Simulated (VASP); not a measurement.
# Ba (Fm-3m) in VASP: a series of runs

Runs on Ba. Level: PBE. Tasks: single point.

Program: VASP 6.6.1. These are calculated values, not measurements. Logs are shortened: lines on timing, memory, paths and dates and some standing lists are left out, and cuts for length are marked.

## (1) The cell of the first run

It takes space group Fm-3m (No. 225, cubic). Conventional cell: a = 6.350 Å, b = 6.350 Å, c = 6.350 Å, α = 90.00°, β = 90.00°, γ = 90.00°. Within 5.9 Å of Ba (site symmetry m-3m) lie 12 Ba at 4.49 Å.

This isn't the form of Ba at room conditions, which is bcc.

## (2) Single point, PBE

Input file INCAR:

```
SYSTEM = Ba
  ALGO = Normal
  EDIFF = 1E-6
  ENCUT = 500
  GGA = PE
  GGA_COMPAT = .FALSE.
  ISIF = 2
  ISMEAR = -1
  LASPH = .TRUE.
  LCHARG = .TRUE.
  LELF = .TRUE.
  LREAL = .FALSE.
  LVHAR = .TRUE.
  LWAVE = .FALSE.
  NBANDS = 11
  NELM = 120
  PREC = Accurate
  SIGMA = 0.15
```

Input file KPOINTS:

```
k-points
0
G
  4 4 4
  0 0 0
```

Input file POSCAR:

```
Ba
1.0
    0.0000000000      3.1748000000      3.1748000000
    3.1748000000      0.0000000000      3.1748000000
    3.1748000000      3.1748000000      0.0000000000
Ba
1
Direct
    0.0000000000      0.0000000000      0.0000000000
```

Potentials or basis: VASP PAW PBE potentials, release 64 (Ba_sv).

Launch:

```console
$ cat potpaw_PBE.64/Ba_sv/POTCAR > POTCAR
$ mpirun -np 1 vasp_std > vasp.out
```

OUTCAR:

```text
SYSTEM = Ba
   EDIFF = 1E-6
   ENCUT = 500
   GGA = PE
   ISIF = 2
   ISMEAR = -1
   LASPH = .TRUE.
   LREAL = .FALSE.
   NELM = 120
   PREC = Accurate

 ion  position               nearest neighbor table
   1  0.000  0.000  0.000-

  LATTYP: Found a face centered cubic cell.
 ALAT       =     6.3496000000

  Lattice vectors:

 A1 = (   0.0000000000,   3.1748000000,   3.1748000000)
 A2 = (   3.1748000000,   0.0000000000,   3.1748000000)
 A3 = (   3.1748000000,   3.1748000000,   0.0000000000)

Analysis of symmetry for initial positions (statically):
=====================================================================
 Subroutine PRICEL returns:
 Original cell was already a primitive cell.

 Routine SETGRP: Setting up the symmetry group for a
 face centered cubic supercell.

 Subroutine GETGRP returns: Found 48 space group operations
 (whereof 48 operations were pure point group operations)
 out of a pool of 48 trial point group operations.

The static configuration has the point symmetry O_h .

Analysis of symmetry for dynamics (positions and initial velocities):
=====================================================================
 Subroutine PRICEL returns:
 Original cell was already a primitive cell.

 Routine SETGRP: Setting up the symmetry group for a
 face centered cubic supercell.

 Subroutine GETGRP returns: Found 48 space group operations
 (whereof 48 operations were pure point group operations)
 out of a pool of 48 trial point group operations.

The dynamic configuration has the point symmetry O_h .

 Subroutine INISYM returns: Found 48 space group operations
 (whereof 48 operations are pure point group operations),
 and found     1 'primitive' translations

----------------------------------------------------------------------------------------

                                     Primitive cell

  volume of cell :      63.9999

  direct lattice vectors                    reciprocal lattice vectors
     0.000000000  3.174800000  3.174800000    -0.157490236  0.157490236  0.157490236
     3.174800000  0.000000000  3.174800000     0.157490236 -0.157490236  0.157490236
     3.174800000  3.174800000  0.000000000     0.157490236  0.157490236 -0.157490236

  length of vectors
     4.489845218  4.489845218  4.489845218     0.272781090  0.272781090  0.272781090

[... 62 lines left out ...]
   LREAL  =      F    real-space projection
   EDIFFG = 0.1E-04   stopping-criterion for IOM
   NSW    =      0    number of steps for IOM
   IBRION =     -1    ionic relax: 0-MD 1-quasi-New 2-CG
   NFREE  =      0    steps in history (QN), initial steepest desc. (CG)
   ISIF   =      2    stress and relaxation
   ISYM   =      2    0-nonsym 1-usesym 2-fastsym
   POTIM  = 0.5000    time-step for ionic-motion
   TEBEG  =    0.0;   TEEND  =   0.0 temperature during run
   PSTRESS=    0.0 pullay stress
   NELECT =      10.0000    total number of electrons
   NUPDOWN=      -1.0000    fix difference up-down
   EMIN   =  10.00;   EMAX   =-10.00  energy-range for DOS
   EFERMI =   0.00;   METHOD = LEGACY
   ISMEAR =    -1;   SIGMA  =   0.15  broadening in eV -4-tet -1-fermi 0-gaus
   EFERMI_NEDOS =   21; number of points for ismear=-14 and -15
   IALGO  =     38    algorithm
   IMIX   =      4    mixing-type and parameters
     AMIX     =   0.40;   BMIX     =  1.00
     AMIX_MAG =   1.60;   BMIX_MAG =  1.00
  volume/ion in A,a.u.               =      64.00       431.89
  Fermi-wavevector in a.u.,A,eV,Ry     =   0.881756  1.666277 10.578445  0.777494
  Thomas-Fermi vector in A             =   2.002295
   LORBIT       =      0    0 simple, 1 ext, 2 COOP (PROOUT), +10 PAW based schemes
   GGA     = PE    functional components
   LHFCALC =     F    Hartree Fock is set to
   AEXX    =    0.0000 exact exchange contribution
   IVDW    =     0    specifies the selected vdW correction
   LEPSILON=     F    determine dielectric tensor
   LRPA    =     F    only Hartree local field effects (RPA)
 non-spin polarized calculation
  energy-cutoff  :      500.00
  volume of cell :       64.00
 maximum number of plane-waves:      1660
 NGX is ok and might be reduce to    36
   NGX = 17   NGY = 17   NGZ = 17

 number of electron      10.0000000 magnetization

 Free energy of the ion-electron system (eV)
  ---------------------------------------------------
  ext. energy  EPLUGINS =         0.00000000
  ---------------------------------------------------
  free energy    TOTEN  =        -1.95543091 eV

  energy without entropy =       -1.84479836  energy(sigma->0) =       -1.90011463

 E-fermi :   1.5888     XC(G=0):  -7.3589

 val. band max:        1.5597706979   @ k =  -0.2500   0.5000   0.2500
 cond. band min:       1.9165873484   @ k =   0.5000   0.2500   0.0000
 fundamental gap:      0.3568166505
 Fermi energy:         1.5888259267

 k-point     1 :       0.0000    0.0000    0.0000
  band No.  band energies     occupation
      1     -27.2956      2.00000
      2     -12.2586      2.00000
      3     -12.2586      2.00000
      4     -12.2586      2.00000
      5      -1.1525      2.00000
      6       3.3856      0.00001
      7       3.3856      0.00001
      8       3.3856      0.00001
      9       4.9236      0.00000
     10       4.9236      0.00000
     11       7.5881      0.00000
[... 85 lines left out ...]
 k-point     8 :      -0.2500    0.5000    0.2500
  band No.  band energies     occupation
      1     -27.2458      2.00000
      2     -12.5442      2.00000
      3     -12.5442      2.00000
      4     -12.4217      2.00000
      5       1.5598      1.09655
      6       2.3242      0.01474
      7       2.3242      0.01474
      8       3.8247      0.00000
      9       6.4572      0.00000
     10       7.3124      0.00000
     11       7.3129      0.00000

------------------------ aborting loop because EDIFF is reached ----------------------------------------

  FORCE on cell =-STRESS in cart. coord.  units (eV):
  Direction    XX          YY          ZZ          XY          YZ          ZX
  --------------------------------------------------------------------------------------
  -------------------------------------------------------------------------------------
  Total        0.1115986      0.1115986      0.1115986     -0.0000000      0.0000000     -0.0000000
  in kB        2.7937665      2.7937665      2.7937665     -0.0000000      0.0000000     -0.0000000
  external PRESSURE =       2.7937665 kB  Pullay stress =       0.0000000 kB

 VOLUME and BASIS-vectors are now :
 -----------------------------------------------------------------------------
  energy-cutoff  :      500.00
  volume of cell :       64.00
      direct lattice vectors                 reciprocal lattice vectors
     0.000000000  3.174800000  3.174800000    -0.157490236  0.157490236  0.157490236
     3.174800000  0.000000000  3.174800000     0.157490236 -0.157490236  0.157490236
     3.174800000  3.174800000  0.000000000     0.157490236  0.157490236 -0.157490236

 POSITION                                       TOTAL-FORCE (eV/Angst)
 -----------------------------------------------------------------------------------
      0.00000      0.00000      0.00000         0.000000      0.000000      0.000000
 -----------------------------------------------------------------------------------
    total drift:                               -0.000000      0.000000      0.000000

  FREE ENERGIE OF THE ION-ELECTRON SYSTEM (eV)
  ---------------------------------------------------
  free  energy   TOTEN  =        -1.9554309092 eV

  energy  without entropy=       -1.8447983567  energy(sigma->0) =       -1.90011463
```

OSZICAR:

```text
N       E                     dE             d eps       ncg     rms          rms(c)
DAV:   1     0.553450294133E+02    0.55345E+02   -0.41033E+03   176   0.732E+02
DAV:   2     0.102074980333E+01   -0.54324E+02   -0.52656E+02   217   0.140E+02
DAV:   3    -0.190200739217E+01   -0.29228E+01   -0.29127E+01   214   0.309E+01
DAV:   4    -0.195643653857E+01   -0.54429E-01   -0.54401E-01   232   0.462E+00
DAV:   5    -0.195786617872E+01   -0.14296E-02   -0.14295E-02   219   0.611E-01    0.157E+00
DAV:   6    -0.195618646968E+01    0.16797E-02   -0.30277E-03   214   0.527E-01    0.928E-01
DAV:   7    -0.195535508447E+01    0.83139E-03   -0.50658E-03   197   0.806E-01    0.388E-02
DAV:   8    -0.195542625397E+01   -0.71170E-04   -0.21360E-04   278   0.102E-01    0.282E-02
DAV:   9    -0.195543041330E+01   -0.41593E-05   -0.41440E-06   209   0.188E-02    0.496E-03
DAV:  10    -0.195543090915E+01   -0.49585E-06   -0.29368E-06   203   0.122E-02
   1 F= -.19554309E+01 E0= -.19001146E+01  d E =-.110633E+00
```

It took 9.9 s on 1 thread of Intel Xeon 8259CL, shared host; peak memory 0.19 GiB.

Results:

```yaml
Free_energy: -1.9554 eV
Pressure: 0.3 GPa
Band_gap_on_the_k_mesh: zero (bands 5 and 6 overlap by 0.09 eV)
```

Caveat: the k points lie up to 0.43 Å⁻¹ apart; spin-orbit coupling is left out, which moves the levels of the heavy elements.

## (3) Single point, PBE

Input file INCAR:

```
PREC = Accurate ; ENCUT = 500
EDIFF = 1E-6 ; ISMEAR = -1
SIGMA = 0.15 ; LREAL = False
LASPH = True ; NELM = 120
ALGO = Normal ; ISIF = 2
LWAVE = False ; LCHARG = True
GGA = PE ; LELF = True
LVHAR = True ; NBANDS = 11
GGA_COMPAT = False
```

Input file KPOINTS:

```
Automatic mesh
0
Gamma
  4 4 4
```

POSCAR is that of step 2.

Potentials or basis: VASP PAW PBE potentials, release 64 (Ba_sv).

Launch:

```console
$ cat potpaw_PBE.64/Ba_sv/POTCAR > POTCAR
$ mpirun -np 1 vasp_std > vasp.out
```

OUTCAR:

```text
PREC = Accurate
   ENCUT = 500
   EDIFF = 1E-6
   ISMEAR = -1
   LREAL = False
   LASPH = True
   NELM = 120
   ISIF = 2
   GGA = PE

 ion  position               nearest neighbor table
   1  0.000  0.000  0.000-

  LATTYP: Found a face centered cubic cell.
 ALAT       =     6.3496000000

  Lattice vectors:

 A1 = (   0.0000000000,   3.1748000000,   3.1748000000)
 A2 = (   3.1748000000,   0.0000000000,   3.1748000000)
 A3 = (   3.1748000000,   3.1748000000,   0.0000000000)

Analysis of symmetry for initial positions (statically):
=====================================================================
 Subroutine PRICEL returns:
 Original cell was already a primitive cell.

 Routine SETGRP: Setting up the symmetry group for a
 face centered cubic supercell.

 Subroutine GETGRP returns: Found 48 space group operations
 (whereof 48 operations were pure point group operations)
 out of a pool of 48 trial point group operations.

The static configuration has the point symmetry O_h .

Analysis of symmetry for dynamics (positions and initial velocities):
[... 147 lines left out ...]
 k-point     1 :       0.0000    0.0000    0.0000
  band No.  band energies     occupation
      1     -27.2956      2.00000
      2     -12.2586      2.00000
      3     -12.2586      2.00000
      4     -12.2586      2.00000
      5      -1.1525      2.00000
      6       3.3856      0.00001
      7       3.3856      0.00001
      8       3.3856      0.00001
      9       4.9236      0.00000
     10       4.9236      0.00000
     11       7.5881      0.00000
[... 85 lines left out ...]
 k-point     8 :      -0.2500    0.5000    0.2500
  band No.  band energies     occupation
      1     -27.2458      2.00000
      2     -12.5442      2.00000
      3     -12.5442      2.00000
      4     -12.4217      2.00000
      5       1.5598      1.09655
      6       2.3242      0.01474
      7       2.3242      0.01474
      8       3.8247      0.00000
      9       6.4572      0.00000
     10       7.3124      0.00000
     11       7.3129      0.00000

------------------------ aborting loop because EDIFF is reached ----------------------------------------

  FORCE on cell =-STRESS in cart. coord.  units (eV):
  Direction    XX          YY          ZZ          XY          YZ          ZX
  --------------------------------------------------------------------------------------
  -------------------------------------------------------------------------------------
  Total        0.1115986      0.1115986      0.1115986     -0.0000000      0.0000000     -0.0000000
  in kB        2.7937665      2.7937665      2.7937665     -0.0000000      0.0000000     -0.0000000
  external PRESSURE =       2.7937665 kB  Pullay stress =       0.0000000 kB

 VOLUME and BASIS-vectors are now :
 -----------------------------------------------------------------------------
  energy-cutoff  :      500.00
  volume of cell :       64.00
      direct lattice vectors                 reciprocal lattice vectors
     0.000000000  3.174800000  3.174800000    -0.157490236  0.157490236  0.157490236
     3.174800000  0.000000000  3.174800000     0.157490236 -0.157490236  0.157490236
     3.174800000  3.174800000  0.000000000     0.157490236  0.157490236 -0.157490236

 POSITION                                       TOTAL-FORCE (eV/Angst)
 -----------------------------------------------------------------------------------
      0.00000      0.00000      0.00000         0.000000      0.000000      0.000000
 -----------------------------------------------------------------------------------
    total drift:                               -0.000000      0.000000      0.000000

  FREE ENERGIE OF THE ION-ELECTRON SYSTEM (eV)
  ---------------------------------------------------
  free  energy   TOTEN  =        -1.9554309092 eV

  energy  without entropy=       -1.8447983567  energy(sigma->0) =       -1.90011463
```

OSZICAR:

```text
N       E                     dE             d eps       ncg     rms          rms(c)
DAV:   1     0.553450294133E+02    0.55345E+02   -0.41033E+03   176   0.732E+02
DAV:   2     0.102074980333E+01   -0.54324E+02   -0.52656E+02   217   0.140E+02
DAV:   3    -0.190200739217E+01   -0.29228E+01   -0.29127E+01   214   0.309E+01
DAV:   4    -0.195643653857E+01   -0.54429E-01   -0.54401E-01   232   0.462E+00
DAV:   5    -0.195786617872E+01   -0.14296E-02   -0.14295E-02   219   0.611E-01    0.157E+00
DAV:   6    -0.195618646968E+01    0.16797E-02   -0.30277E-03   214   0.527E-01    0.928E-01
DAV:   7    -0.195535508447E+01    0.83139E-03   -0.50658E-03   197   0.806E-01    0.388E-02
DAV:   8    -0.195542625397E+01   -0.71170E-04   -0.21360E-04   278   0.102E-01    0.282E-02
DAV:   9    -0.195543041330E+01   -0.41593E-05   -0.41440E-06   209   0.188E-02    0.496E-03
DAV:  10    -0.195543090915E+01   -0.49585E-06   -0.29368E-06   203   0.122E-02
   1 F= -.19554309E+01 E0= -.19001146E+01  d E =-.110633E+00
```

stdout:

```text
POSCAR found type information on POSCAR Ba
 POSCAR found :  1 types and       1 ions
 scaLAPACK will be used
 LDA part: xc-table for (Slater+PW92), standard interpolation
 POSCAR, INCAR and KPOINTS ok, starting setup
 FFT: planning ... GRIDC
 FFT: planning ... GRID_SOFT
 FFT: planning ... GRID
 WAVECAR not read
 entering main loop
```

Wall time 11 s (1 thread of Intel Xeon 8259CL, shared host); peak memory 0.19 GiB.

Results:

| Item | Value |
| --- | --- |
| Free energy | -1.9554 eV |
| Pressure | 0.3 GPa |
| Band gap on the k mesh | zero (bands 5 and 6 overlap by 0.09 eV) |

Caveat: the k points lie up to 0.43 Å⁻¹ apart; spin-orbit coupling is left out, which moves the levels of the heavy elements.

(Continued in part 2 of 2.)
